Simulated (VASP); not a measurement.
Here is a VASP 6.6.1 calculation.

File INCAR:

```
PREC = Accurate
ENCUT = 520
EDIFF = 1E-7
ISMEAR = 0
SIGMA = 0.01
LREAL = False
LASPH = True
NELM = 100
ALGO = Normal
ISIF = 2
LWAVE = False
LCHARG = False
GGA = PS
NBANDS = 16
```

File KPOINTS:

```
regular mesh
0
Gamma
  6 6 6
```

File POSCAR:

```
InP
1.0
    0.0000000000      2.9121682883      2.9121682883
    2.9121682883      0.0000000000      2.9121682883
    2.9121682883      2.9121682883      0.0000000000
In P
1 1
Direct
    0.0000000000      0.0000000000      0.0000000000
    0.7500000000      0.7500000000      0.7500000000
```

Potentials or basis: VASP PAW PBE potentials, release 64 (In_d, P).

Launch:

```console
$ cat potpaw_PBE.64/In_d/POTCAR potpaw_PBE.64/P/POTCAR > POTCAR
$ mpirun -np 1 vasp_std > vasp.out
```

Task: Predict the pressure.

Result: 1.9 GPa.

Task: Estimate the band gap on the k mesh.

Result: 0.71 eV, direct.

Caveat: the PAW data sets were made with another functional, which shifts forces and pressure a little; spin-orbit coupling is left out, which moves the levels of the heavy elements. As with any semilocal functional, this PBEsol gap is likely too small.
